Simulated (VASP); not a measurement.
# CsRh3 (Pm-3m) in VASP: single point with PBE

Aim: the single point of CsRh3 with PBE.

Program: VASP 6.6.1. These are calculated values, not measurements. Logs are shortened: lines on timing, memory, paths and dates and some standing lists are left out, and cuts for length are marked.

### Step 1. The cell of the first run

Symmetry: Pm-3m, No. 221, cubic system. Conventional cell: a = 4.174 Å, b = 4.174 Å, c = 4.174 Å, α = 90.00°, β = 90.00°, γ = 90.00°. Within 3.9 Å of Cs (site symmetry m-3m) lie 12 Rh at 2.95 Å. Rh (site symmetry 4/mmm) has 4 Cs at 2.95 Å and 8 Rh at 2.95 Å within 3.9 Å.

### Step 2. Single point, PBE

File INCAR:

```
SYSTEM = CsRh3
PREC = Accurate
ENCUT = 620
EDIFF = 1E-6
ISMEAR = 0
SIGMA = 0.1
LREAL = .False.
LASPH = .True.
NELM = 120
ALGO = Normal
ISIF = 2
LWAVE = .False.
LCHARG = .True.
GGA = PE
LELF = .True.
LVHAR = .True.
NBANDS = 38
GGA_COMPAT = .False.
```

File KPOINTS:

```
regular mesh
0
Gamma
  4 4 4
  0 0 0
```

File POSCAR:

```
CsRh3
1.0
    4.1740419939      0.0000000000      0.0000000000
    0.0000000000      4.1740419939      0.0000000000
    0.0000000000      0.0000000000      4.1740419939
Cs Rh
1 3
Direct
    0.0000000000      0.0000000000      0.0000000000
    0.0000000000      0.5000000000      0.5000000000
    0.5000000000      0.0000000000      0.5000000000
    0.5000000000      0.5000000000      0.0000000000
```

Potentials or basis: VASP PAW PBE potentials, release 64 (Cs_sv, Rh_sv_GW).

Started as:

```bash
> cat potpaw_PBE.64/Cs_sv/POTCAR potpaw_PBE.64/Rh_sv_GW/POTCAR > POTCAR
> mpirun -np 1 vasp_std > vasp.out
```

OUTCAR:

```text
SYSTEM = CsRh3
   PREC = Accurate
   ENCUT = 620
   EDIFF = 1E-6
   ISMEAR = 0
   LREAL = .False.
   LASPH = .True.
   NELM = 120
   ISIF = 2
   GGA = PE

 ion  position               nearest neighbor table
   1  0.000  0.000  0.000-
   2  0.000  0.500  0.500-
   3  0.500  0.000  0.500-
   4  0.500  0.500  0.000-

  LATTYP: Found a simple cubic cell.
 ALAT       =     4.1740419939

  Lattice vectors:

 A1 = (   4.1740419939,   0.0000000000,   0.0000000000)
 A2 = (   0.0000000000,   4.1740419939,   0.0000000000)
 A3 = (   0.0000000000,   0.0000000000,   4.1740419939)

Analysis of symmetry for initial positions (statically):
=====================================================================
 Subroutine PRICEL returns:
 Original cell was already a primitive cell.

 Routine SETGRP: Setting up the symmetry group for a
 simple cubic supercell.

 Subroutine GETGRP returns: Found 48 space group operations
 (whereof 48 operations were pure point group operations)
 out of a pool of 48 trial point group operations.

The static configuration has the point symmetry O_h .

Analysis of symmetry for dynamics (positions and initial velocities):
=====================================================================
 Subroutine PRICEL returns:
 Original cell was already a primitive cell.

 Routine SETGRP: Setting up the symmetry group for a
 simple cubic supercell.

 Subroutine GETGRP returns: Found 48 space group operations
 (whereof 48 operations were pure point group operations)
 out of a pool of 48 trial point group operations.

The dynamic configuration has the point symmetry O_h .

 Subroutine INISYM returns: Found 48 space group operations
 (whereof 48 operations are pure point group operations),
 and found     1 'primitive' translations

----------------------------------------------------------------------------------------

                                     Primitive cell

  volume of cell :      72.7228

  direct lattice vectors                    reciprocal lattice vectors
     4.174041994  0.000000000  0.000000000     0.239575932  0.000000000  0.000000000
     0.000000000  4.174041994  0.000000000     0.000000000  0.239575932  0.000000000
     0.000000000  0.000000000  4.174041994     0.000000000  0.000000000  0.239575932

  length of vectors
     4.174041994  4.174041994  4.174041994     0.239575932  0.239575932  0.239575932

  position of ions in fractional coordinates (direct lattice)
     0.000000000  0.000000000  0.000000000
     0.000000000  0.500000000  0.500000000
     0.500000000  0.000000000  0.500000000
     0.500000000  0.500000000  0.000000000

  ion indices of the primitive-cell ions
   primitive index   ion index
                 1           1
                 2           2
                 3           3
                 4           4

----------------------------------------------------------------------------------------

 KPOINTS: regular mesh

Automatic generation of k-mesh.
 Grid dimensions read from file:
 generate k-points for:    4    4    4

 Generating k-lattice:

  Cartesian coordinates                     Fractional coordinates (reciprocal lattice)
     0.059893983  0.000000000  0.000000000     0.250000000  0.000000000  0.000000000
     0.000000000  0.059893983  0.000000000     0.000000000  0.250000000  0.000000000
     0.000000000  0.000000000  0.059893983     0.000000000  0.000000000  0.250000000

  Length of vectors
     0.059893983  0.059893983  0.059893983

  Shift w.r.t. Gamma in fractional coordinates (k-lattice)
     0.000000000  0.000000000  0.000000000

 Subroutine IBZKPT returns following result:
 ===========================================

 Found     10 irreducible k-points:

 Following reciprocal coordinates:
            Coordinates               Weight
  0.000000  0.000000  0.000000      1.000000
  0.250000  0.000000  0.000000      6.000000
  0.500000  0.000000  0.000000      3.000000
  0.250000  0.250000  0.000000     12.000000
  0.500000  0.250000  0.000000     12.000000
  0.500000  0.500000  0.000000      3.000000
  0.250000  0.250000  0.250000      8.000000
  0.500000  0.250000  0.250000     12.000000
  0.500000  0.500000  0.250000      6.000000
  0.500000  0.500000  0.500000      1.000000
   k-points           NKPTS =     10   k-points in BZ     NKDIM =     10   number of bands    NBANDS=     38
   number of dos      NEDOS =    301   number of ions     NIONS =      4
   total plane-waves  NPLWV =  46656
   dimension x,y,z NGX =    36 NGY =   36 NGZ =   36
   dimension x,y,z NGXF=    72 NGYF=   72 NGZF=   72
   ions per type =               1   3
   NGX,Y,Z   is equivalent  to a cutoff of  14.34, 14.34, 14.34 a.u.
   NGXF,Y,Z  is equivalent  to a cutoff of  28.68, 28.68, 28.68 a.u.
 SYSTEM =  CsRh3
   PREC   = accura    normal or accurate (medium, high low for compatibility)
   ISTART =      0    job   : 0-new  1-cont  2-samecut
   ICHARG =      2    charge: 1-file 2-atom 10-const
   ISPIN  =      1    spin polarized calculation?
   LNONCOLLINEAR =      F non collinear calculations
   LSORBIT =      F    spin-orbit coupling
   LASPH  =      T    aspherical Exc in radial PAW
   ENCUT  =  620.0 eV  45.57 Ry    6.75 a.u.   8.47  8.47  8.47*2*pi/ulx,y,z
   NELM   =    120;   NELMIN=  2; NELMDL= -5     # of ELM steps
   EDIFF  = 0.1E-05   stopping-criterion for ELM
   LREAL  =      F    real-space projection
   EDIFFG = 0.1E-04   stopping-criterion for IOM
   NSW    =      0    number of steps for IOM
   IBRION =     -1    ionic relax: 0-MD 1-quasi-New 2-CG
   NFREE  =      0    steps in history (QN), initial steepest desc. (CG)
   ISIF   =      2    stress and relaxation
   ISYM   =      2    0-nonsym 1-usesym 2-fastsym
   POTIM  = 0.5000    time-step for ionic-motion
   TEBEG  =    0.0;   TEEND  =   0.0 temperature during run
   PSTRESS=    0.0 pullay stress
   NELECT =      60.0000    total number of electrons
   NUPDOWN=      -1.0000    fix difference up-down
   EMIN   =  10.00;   EMAX   =-10.00  energy-range for DOS
   EFERMI =   0.00;   METHOD = LEGACY
   ISMEAR =     0;   SIGMA  =   0.10  broadening in eV -4-tet -1-fermi 0-gaus
   EFERMI_NEDOS =   21; number of points for ismear=-14 and -15
   IALGO  =     38    algorithm
   IMIX   =      4    mixing-type and parameters
     AMIX     =   0.40;   BMIX     =  1.00
     AMIX_MAG =   1.60;   BMIX_MAG =  1.00
  volume/ion in A,a.u.               =      18.18       122.69
  Fermi-wavevector in a.u.,A,eV,Ry     =   1.535448  2.901576 32.077101  2.357600
  Thomas-Fermi vector in A             =   2.642235
   LORBIT       =      0    0 simple, 1 ext, 2 COOP (PROOUT), +10 PAW based schemes
   GGA     = PE    functional components
   LHFCALC =     F    Hartree Fock is set to
   AEXX    =    0.0000 exact exchange contribution
   IVDW    =     0    specifies the selected vdW correction
   LEPSILON=     F    determine dielectric tensor
   LRPA    =     F    only Hartree local field effects (RPA)
 non-spin polarized calculation
 Gauss-broadening in eV      SIGMA  =   0.10
  energy-cutoff  :      620.00
  volume of cell :       72.72
 maximum number of plane-waves:      2562
 NGX is ok and might be reduce to    36
   NGX = 17   NGY = 17   NGZ = 17

 number of electron      59.9999987 magnetization

 Free energy of the ion-electron system (eV)
  ---------------------------------------------------
  ext. energy  EPLUGINS =         0.00000000
  ---------------------------------------------------
  free energy    TOTEN  =       -14.70459623 eV

  energy without entropy =      -14.66638765  energy(sigma->0) =      -14.68549194

 E-fermi :   7.3528     XC(G=0): -12.4763

 val. band max:        7.3440014208   @ k =   0.5000   0.0000   0.0000
 cond. band min:       7.4046317495   @ k =   0.2500   0.2500   0.0000
 fundamental gap:      0.0606303288
 Fermi energy:         7.3527560333

 k-point     1 :       0.0000    0.0000    0.0000
  band No.  band energies     occupation
      1     -70.3187      2.00000
      2     -70.2857      2.00000
      3     -70.2857      2.00000
      4     -38.3225      2.00000
      5     -38.3225      2.00000
      6     -38.3225      2.00000
[... 30 lines left out ...]
     37      13.0277      0.00000
     38      17.6736      0.00000

 k-point     2 :       0.2500    0.0000    0.0000
  band No.  band energies     occupation
      1     -70.3146      2.00000
      2     -70.2899      2.00000
      3     -70.2857      2.00000
      4     -38.3077      2.00000
      5     -38.3077      2.00000
      6     -38.2962      2.00000
[... 30 lines left out ...]
     37      14.9443      0.00000
     38      16.1338      0.00000

 k-point     3 :       0.5000    0.0000    0.0000
  band No.  band energies     occupation
      1     -70.3077      2.00000
      2     -70.2968      2.00000
      3     -70.2857      2.00000
      4     -38.2887      2.00000
      5     -38.2887      2.00000
      6     -38.2362      2.00000
[... 30 lines left out ...]
     37      15.4006      0.00000
     38      15.9557      0.00000

 k-point     4 :       0.2500    0.2500    0.0000
  band No.  band energies     occupation
      1     -70.3108      2.00000
      2     -70.2912      2.00000
      3     -70.2881      2.00000
      4     -38.3171      2.00000
      5     -38.2917      2.00000
      6     -38.2592      2.00000
[... 30 lines left out ...]
     37      14.4045      0.00000
     38      15.6473      0.00000

 k-point     5 :       0.5000    0.2500    0.0000
  band No.  band energies     occupation
      1     -70.3045      2.00000
      2     -70.2967      2.00000
      3     -70.2889      2.00000
      4     -38.3045      2.00000
      5     -38.2697      2.00000
      6     -38.2676      2.00000
[... 30 lines left out ...]
     37      14.4065      0.00000
     38      16.0757      0.00000

 k-point     6 :       0.5000    0.5000    0.0000
  band No.  band energies     occupation
      1     -70.2967      2.00000
      2     -70.2967      2.00000
      3     -70.2967      2.00000
      4     -38.3156      2.00000
      5     -38.2914      2.00000
      6     -38.2345      2.00000
[... 30 lines left out ...]
     37      12.9527      0.00000
     38      16.0370      0.00000

 k-point     7 :       0.2500    0.2500    0.2500
  band No.  band energies     occupation
      1     -70.3077      2.00000
      2     -70.2912      2.00000
      3     -70.2912      2.00000
      4     -38.3410      2.00000
      5     -38.2604      2.00000
      6     -38.2604      2.00000
[... 30 lines left out ...]
     37      12.6000      0.00000
     38      16.0971      0.00000

 k-point     8 :       0.5000    0.2500    0.2500
  band No.  band energies     occupation
      1     -70.3022      2.00000
      2     -70.2967      2.00000
      3     -70.2912      2.00000
      4     -38.3445      2.00000
      5     -38.2704      2.00000
      6     -38.2623      2.00000
[... 30 lines left out ...]
     37      13.1544      0.00000
     38      15.0068      0.00000

 k-point     9 :       0.5000    0.5000    0.2500
  band No.  band energies     occupation
      1     -70.2967      2.00000
      2     -70.2967      2.00000
      3     -70.2967      2.00000
      4     -38.3640      2.00000
      5     -38.2910      2.00000
      6     -38.2659      2.00000
[... 30 lines left out ...]
     37      13.6923      0.00000
     38      13.6923      0.00000

 k-point    10 :       0.5000    0.5000    0.5000
  band No.  band energies     occupation
      1     -70.2966      2.00000
      2     -70.2966      2.00000
      3     -70.2966      2.00000
      4     -38.3942      2.00000
      5     -38.2906      2.00000
      6     -38.2906      2.00000
[... 30 lines left out ...]
     37      13.6139      0.00000
     38      13.6139      0.00000

------------------------ aborting loop because EDIFF is reached ----------------------------------------

  FORCE on cell =-STRESS in cart. coord.  units (eV):
  Direction    XX          YY          ZZ          XY          YZ          ZX
  --------------------------------------------------------------------------------------
  -------------------------------------------------------------------------------------
  Total        0.6000892      0.6000892      0.6000892      0.0000000      0.0000000      0.0000000
  in kB       13.2207458     13.2207458     13.2207458      0.0000000      0.0000000      0.0000000
  external PRESSURE =      13.2207458 kB  Pullay stress =       0.0000000 kB

 VOLUME and BASIS-vectors are now :
 -----------------------------------------------------------------------------
  energy-cutoff  :      620.00
  volume of cell :       72.72
      direct lattice vectors                 reciprocal lattice vectors
     4.174041994  0.000000000  0.000000000     0.239575932  0.000000000  0.000000000
     0.000000000  4.174041994  0.000000000     0.000000000  0.239575932  0.000000000
     0.000000000  0.000000000  4.174041994     0.000000000  0.000000000  0.239575932

 POSITION                                       TOTAL-FORCE (eV/Angst)
 -----------------------------------------------------------------------------------
      0.00000      0.00000      0.00000         0.000000      0.000000      0.000000
      0.00000      2.08702      2.08702         0.000000      0.000000      0.000000
      2.08702      0.00000      2.08702         0.000000      0.000000      0.000000
      2.08702      2.08702      0.00000         0.000000      0.000000      0.000000
 -----------------------------------------------------------------------------------
    total drift:                                0.000000      0.000000      0.000000

  FREE ENERGIE OF THE ION-ELECTRON SYSTEM (eV)
  ---------------------------------------------------
  free  energy   TOTEN  =       -14.7045962304 eV

  energy  without entropy=      -14.6663876471  energy(sigma->0) =      -14.68549194
```

It took 42 s on 1 thread of Intel Xeon 6975P-C (Granite Rapids), shared host; peak memory 0.22 GiB.

What came out:

```yaml
Free_energy: -14.7046 eV
Pressure: 1.3 GPa
Band_gap_on_the_k_mesh: zero (bands 30 and 31 overlap by 0.96 eV)
```

Caveat: the k points lie up to 0.38 Å⁻¹ apart, too coarse for converged energies and pressures of a metal; spin-orbit coupling is left out, which moves the levels of the heavy elements.

The gap in the log of VASP goes by the Fermi energy; the results here count the filled bands.